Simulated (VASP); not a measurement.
A run of VASP 6.6.1 is set up as follows.

The input INCAR:

```
SYSTEM = TaTi3
PREC = Accurate
ENCUT = 520
EDIFF = 1E-7
ISMEAR = -1
SIGMA = 0.1
LREAL = .False.
LASPH = .True.
NELM = 80
ALGO = Normal
ISIF = 2
LWAVE = .False.
LCHARG = .False.
NBANDS = 32
```

Contents of KPOINTS:

```
regular mesh
0
Gamma
  6 6 6
  0 0 0
```

File POSCAR:

```
TaTi3
1.0
    0.0000000000      3.2665280000      3.2665280000
    3.2665280000      0.0000000000      3.2665280000
    3.2665280000      3.2665280000      0.0000000000
Ti Ta
3 1
Direct
    0.2500000000      0.2500000000      0.2500000000
    0.7500000000      0.7500000000      0.7500000000
    0.5000000000      0.5000000000      0.5000000000
    0.0000000000      0.0000000000      0.0000000000
```

Potentials or basis: VASP PAW LDA potentials, release 64 (Ti_sv, Ta_pv).

Launch:

```sh
$ cat potpaw_LDA.64/Ti_sv/POTCAR potpaw_LDA.64/Ta_pv/POTCAR > POTCAR
$ mpirun -np 1 vasp_std > vasp.out
```

Question: What does it give for the pressure?

Answer: -9.4 GPa.
